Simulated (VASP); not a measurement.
# InAs: single point with LDA

The system is InAs.

```
In As
1.0
     0.00000    2.87730    2.87730
     2.87730    0.00000    2.87730
     2.87730    2.87730    0.00000
In As
1 1
Direct
  0.50000 0.50000 0.50000
  0.00000 0.00000 0.00000
```

| Property | Result |
| --- | --- |
| Program | VASP 6.6.1 |
| Task | single point |
| Functional | LDA |
| Potentials or basis | VASP PAW LDA potentials, release 64 (In_d, As) |
| Cutoff | 500 eV |
| k mesh | 6 × 6 × 6 |
| Occupations | gaussian, width 0.1 eV |
| Spin | no spin polarisation |

* Pressure: -5.0 GPa
* Band gap on the k mesh: zero (band 9 reaches 6.15 eV, above the bottom of band 10 at 3.54 eV)

Levels at points of the mesh, in eV from the Fermi level:
```tsv
k point	band 6	band 7	band 8	band 9	band 10	band 11	band 12	band 13
(0.00, 0.00, 0.00)	-12.16	-0.87	-0.25	-0.25	-0.25	7.18	7.18	7.18
(0.50, 0.00, 0.00)	-10.50	-6.60	0.16	0.16	2.01	3.16	3.16	4.25
(0.50, 0.50, 0.00)	-9.62	-4.74	-3.11	-2.27	-2.27	3.86	9.00	9.00
```

Run time: 8.5 s on 1 thread of Intel Xeon 6975P-C, with other jobs on the host, peak memory 0.15 GiB.

Caveat: spin-orbit coupling is left out, which moves the levels of the heavy elements.
